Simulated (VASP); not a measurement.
Write the native input for VASP 6.6.1 that does the following.

```yaml
Task: single point
Functional: PBE
Potentials_or_basis: VASP PAW PBE potentials, release 64 (Cd, Se)
Cutoff: 520 eV
k_mesh: 4 × 4 × 4
Occupations: gaussian, width 0.1 eV
Spin: no spin polarisation
Dipole_correction: no
Further_INCAR_settings: ALGO = Normal; EDIFF = 1e-06; NBANDS = 29
```

The structure of Cd2Se3 lies in POSCAR:

```
Cd2Se3
1.0
    5.2433689858      0.0000000000      0.0000000000
    0.0000000000      5.2433689858      0.0000000000
    0.0000000000      0.0000000000      5.2433689858
Cd Se
2 3
Direct
    0.0000000000      0.0000000000      0.0000000000
    0.5000000000      0.5000000000      0.5000000000
    0.0000000000      0.5000000000      0.5000000000
    0.5000000000      0.0000000000      0.5000000000
    0.5000000000      0.5000000000      0.0000000000
```

The cell was generated, and may not be a known phase.

One way to write it, as run:

INCAR

```
PREC = Accurate ; ENCUT = 520
EDIFF = 1E-6 ; ISMEAR = 0
SIGMA = 0.1 ; LREAL = F
LASPH = T ; NELM = 80
ALGO = Normal ; ISIF = 2
LWAVE = F ; LCHARG = F
GGA = PE ; NBANDS = 29
```

KPOINTS

```
Automatic mesh
0
Gamma
  4 4 4
```

Potentials or basis: VASP PAW PBE potentials, release 64 (Cd, Se).

Command:

```bash
$ cat potpaw_PBE.64/Cd/POTCAR potpaw_PBE.64/Se/POTCAR > POTCAR
$ mpirun -np 1 vasp_std > vasp.out
```

Results of the run:

- Pressure: 0.5 GPa
- Band gap on the k mesh: zero (bands 21 and 22 overlap by 0.89 eV)

Run time: 44 s on 1 thread of Intel(R) Xeon(R) Platinum 8259CL CPU @ 2.50GHz (Skylake/Cascade Lake), with other jobs on the host, peak memory 0.24 GiB.
